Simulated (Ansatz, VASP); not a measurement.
## Si: VASP beside Ansatz

Contents of INCAR:

```
PREC = Accurate
ENCUT = 520
EDIFF = 1E-7
ISMEAR = 0
SIGMA = 0.1
LREAL = False
LASPH = True
NELM = 100
ALGO = Normal
ISIF = 2
LWAVE = False
LCHARG = False
GGA = PE
NBANDS = 13
```

File KPOINTS:

```
regular mesh
0
Gamma
  6 6 6
```

POSCAR

```
Si
1.0
    1.8402791900     -4.2519924700      0.0000000000
    1.8402791900      4.2519924700      0.0000000000
    0.0000000000      0.0000000000      3.2606844000
Si
3
Direct
    0.6780484600      0.3219515400      0.5000000000
    0.3219515400      0.6780484600      0.5000000000
    0.5000000000      0.5000000000      0.0000000000
```

Input for Ansatz:

```yaml
crystal:
  lattice:
    - [1.84027919, -4.25199247, 0.0]
    - [1.84027919, 4.25199247, 0.0]
    - [0.0, 0.0, 3.2606844]
  atoms:
    - { symbol: Si, position: [0.67804846, 0.32195154, 0.5] }
    - { symbol: Si, position: [0.32195154, 0.67804846, 0.5] }
    - { symbol: Si, position: [0.5, 0.5, 0.0] }
basis:
  ecutwfc: 420
kpoints:
  mp_grid: { grid: [6, 6, 6] }
hamiltonian:
  xc: pbe
scf:
  occupations: { method: gaussian, width: 0.1 }
  lower_state_search: "off"
output:
  forces: true
  stress: true
  eigenvalues: true
```

Alike in both runs: task single point; functional PBE; k mesh 6 × 6 × 6; occupations gaussian, width 0.1 eV; no spin polarisation.

|  | VASP | Ansatz |
| --- | --- | --- |
| version | VASP 6.6.1 | Ansatz 0.2.0 |
| potentials or method | VASP PAW PBE potentials, release 64 (Si), cutoff 520 eV | scalar-relativistic, plane waves, PAW |
| valence electrons in the cell | 12 | 12 |

```tsv
	VASP	Ansatz	Ansatz less VASP
gap on the k mesh at the Fermi level (eV)	none	none	-
pressure (GPa)	25.8	25.9	+0.12
traceless stress, the component that is largest in VASP (GPa)	-13.05	-13.04	+0.005
rms of the force components (eV/Å)	0.048	0.048	-0.0003
```

Atom by atom the forces differ by 0.000 eV/Å (rms over components). A gap of «none» marks a metal or a gap that the smearing closes.
